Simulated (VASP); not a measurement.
Set up this calculation in VASP 6.6.1, as the native input.

```
Task                   : single point
Functional             : PBE
Potentials or basis    : VASP PAW PBE potentials, release 64 (Hf_pv, Te, Mo_sv)
Cutoff                 : 500 eV
k mesh                 : 2 × 2 × 3
Occupations            : gaussian, width 0.2 eV
Spin                   : no spin polarisation
Dipole correction      : no
Further INCAR settings : ALGO = Normal; EDIFF = 1e-06; NBANDS = 40
```

The structure of HfTe6Mo lies in POSCAR:

```
HfTe6Mo
1.0
    6.0978679535      0.0000000000      0.0000000000
    0.0000000000      6.0978679535      0.0000000000
    0.0000000000      0.0000000000      5.5234284698
Hf Te Mo
1 6 1
Direct
    0.0000000000      0.0000000000      0.5000000000
    0.0000000000      0.5000000000      0.5000000000
    0.5000000000      0.0000000000      0.5000000000
    0.7435637580      0.2564362420      0.0000000000
    0.2564362420      0.7435637580      0.0000000000
    0.7435637580      0.7435637580      0.0000000000
    0.2564362420      0.2564362420      0.0000000000
    0.5000000000      0.5000000000      0.5000000000
```

The cell was generated, and may not be a known phase.

These files were run (other wordings do the same):

INCAR

```
  ALGO = Normal
  EDIFF = 1E-6
  ENCUT = 500
  GGA = PE
  GGA_COMPAT = False
  ISIF = 2
  ISMEAR = 0
  LASPH = True
  LCHARG = False
  LREAL = False
  LWAVE = False
  NBANDS = 40
  NELM = 120
  PREC = Accurate
  SIGMA = 0.2
```

KPOINTS

```
k-points
0
Gamma
  2 2 3
```

Potentials or basis: VASP PAW PBE potentials, release 64 (Hf_pv, Te, Mo_sv).

Run with:

```bash
$ cat potpaw_PBE.64/Hf_pv/POTCAR potpaw_PBE.64/Te/POTCAR potpaw_PBE.64/Mo_sv/POTCAR > POTCAR
$ mpirun -np 1 vasp_std > vasp.out
```

It gave:

- Pressure: -0.2 GPa
- Largest force: 0.077 eV/Å
- Band gap on the k mesh: zero (bands 30 and 31 overlap by 0.32 eV)

Caveat: the k points lie up to 0.52 Å⁻¹ apart; spin-orbit coupling is left out, which moves the levels of the heavy elements.

Wall time 97 s on 1 thread of Intel Xeon 8259CL (shared host), peak memory 0.31 GiB.
